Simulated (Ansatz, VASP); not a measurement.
## Cr in VASP and in Ansatz

Contents of INCAR:

```
PREC = Accurate
ENCUT = 520
EDIFF = 1E-6
ISMEAR = 0
SIGMA = 0.15
LREAL = False
LASPH = True
NELM = 80
ALGO = Normal
ISIF = 2
LWAVE = False
LCHARG = False
GGA = PE
NBANDS = 12
```

KPOINTS

```
regular mesh
0
Gamma
  24 24 24
```

The input POSCAR:

```
Cr
1.0
    0.0000000000      1.8400000000      1.8400000000
    1.8400000000      0.0000000000      1.8400000000
    1.8400000000      1.8400000000      0.0000000000
Cr
1
Direct
    0.0000000000      0.0000000000      0.0000000000
```

Input for Ansatz:

```yaml
crystal:
  lattice:
    - [0.0, 1.84, 1.84]
    - [1.84, 0.0, 1.84]
    - [1.84, 1.84, 0.0]
  atoms:
    - { symbol: Cr, position: [0.0, 0.0, 0.0] }
basis:
  ecutwfc: 420
kpoints:
  mp_grid: { grid: [24, 24, 24] }
hamiltonian:
  xc: pbe
scf:
  occupations: { method: gaussian, width: 0.15 }
output:
  forces: true
  stress: true
  eigenvalues: true
```

Alike in both runs: task single point; functional PBE; k mesh 24 × 24 × 24; occupations gaussian, width 0.15 eV; no spin polarisation.

```csv
,VASP,Ansatz
version,VASP 6.6.1,Ansatz 0.2.0
potentials or method,"VASP PAW PBE potentials, release 64 (Cr_pv), cutoff 520 eV","scalar-relativistic, plane waves, PAW"
valence electrons in the cell,12,14
```

VASP gave:

```
gap on the k mesh at the Fermi level (eV) : none
pressure (GPa)                            : -10.5
```

Question: What did Ansatz give for the same quantities?

Answer: gap on the k mesh at the Fermi level (eV): none; pressure (GPa): -10.2.

A gap of «none» marks a metal or a gap that the smearing closes. VASP's potentials hold 12 valence electrons a cell and Ansatz's 14, so a difference there can come from the potentials and not from the codes.
